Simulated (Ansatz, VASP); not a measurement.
ZrN in VASP and in Ansatz

The input INCAR:

```
SYSTEM = ZrN
ALGO     = Normal         ! electronic algorithm
EDIFF    = 1E-8           ! SCF threshold, eV
ENCUT    = 520            ! plane-wave cutoff, eV
GGA      = PE             ! functional
GGA_COMPAT= .False.      
ISIF     = 2              ! what is computed and relaxed
ISMEAR   = -1             ! smearing method
LASPH    = .True.         ! aspherical terms in the spheres
LCHARG   = .False.        ! write CHGCAR
LEFG     = .True.       
LREAL    = .False.        ! projectors in reciprocal space
LWAVE    = .False.        ! write WAVECAR
NBANDS   = 16             ! bands
NELM     = 120            ! most SCF steps
PREC     = Accurate       ! precision mode
SIGMA    = 0.01           ! smearing width, eV
```

The input KPOINTS:

```
k-points
0
Gamma
  9 9 9
  0 0 0
```

Contents of POSCAR:

```
ZrN
1.0
    0.0000000000      2.2533582426      2.2533582426
    2.2533582426      0.0000000000      2.2533582426
    2.2533582426      2.2533582426      0.0000000000
Zr N
1 1
Direct
    0.0000000000      0.0000000000      0.0000000000
    0.5000000000      0.5000000000      0.5000000000
```

Input for Ansatz:

```yaml
crystal:
  lattice:
    - [0.0, 2.2533582426, 2.2533582426]
    - [2.2533582426, 0.0, 2.2533582426]
    - [2.2533582426, 2.2533582426, 0.0]
  atoms:
    - { symbol: Zr, position: [0.0, 0.0, 0.0] }
    - { symbol: "N", position: [0.5, 0.5, 0.5] }
kpoints:
  mp_grid: { grid: [9, 9, 9] }
scf:
  occupations: { method: fermi_dirac, width: 0.01 }
hamiltonian:
  xc: pbe
  pseudopotentials: { kind: paw }
output:
  forces: true
  stress: true
  eigenvalues: true
  efg: { contact_densities: true }
```

Change from the starting cell: volume scaled by 0.96, PAW files.

Alike in both runs: task electric field gradients; functional PBE; k mesh 9 × 9 × 9; occupations fermi-dirac, width 0.01 eV; no spin polarisation.

|  | VASP | Ansatz |
| --- | --- | --- |
| version | VASP 6.6.1 | Ansatz 0.2.0 |
| potentials or method | VASP PAW PBE potentials, release 64 (Zr_sv, N) | PAW with Ansatz's default frozen-core files, scalar-relativistic |
| plane-wave cutoff (eV) | 520 | 420 |
| valence electrons in the cell | 17 | 17 |

```tsv
	VASP	Ansatz	Ansatz less VASP
pressure (GPa)	16.7	16.4	-0.30
```

With one functional, cell and mesh, what is left measures potentials, basis and numerics.
